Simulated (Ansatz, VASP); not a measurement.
**One calculation of In3Cu, two programs**

```xyz
4
Lattice="4.4099 0.1194 0.1194 0.1194 4.4099 0.1194 0.1194 0.1194 4.4099" Properties=species:S:1:pos:R:3 pbc="T T T"
In    0.1194    2.2647    2.2647
In    2.2647    0.1194    2.2647
In    2.2647    2.2647    0.1194
Cu    0.0000    0.0000    0.0000
```

Alike in both runs: task single point; functional LDA; k mesh 10 × 10 × 10; occupations gaussian, width 0.15 eV; no spin polarisation.

```csv
,VASP,Ansatz
version,VASP 6.6.1,Ansatz 0.2.0
potentials or method,"VASP PAW LDA potentials, release 64 (In_d, Cu), cutoff 520 eV","scalar-relativistic, plane waves, PAW"
valence electrons in the cell,50,58
```

```tsv
	VASP	Ansatz	Ansatz less VASP
gap on the k mesh at the Fermi level (eV)	none	none	-
pressure (GPa)	-2.8	-2.8	-0.06
traceless stress, the component that is largest in VASP (GPa)	-0.43	-0.43	+0.004
```

LDA's correlation is that of Perdew and Zunger in VASP and of Perdew and Wang (1992) in Ansatz. A gap of «none» marks a metal or a gap that the smearing closes. VASP's potentials hold 50 valence electrons a cell and Ansatz's 58, so a difference there can come from the potentials and not from the codes.
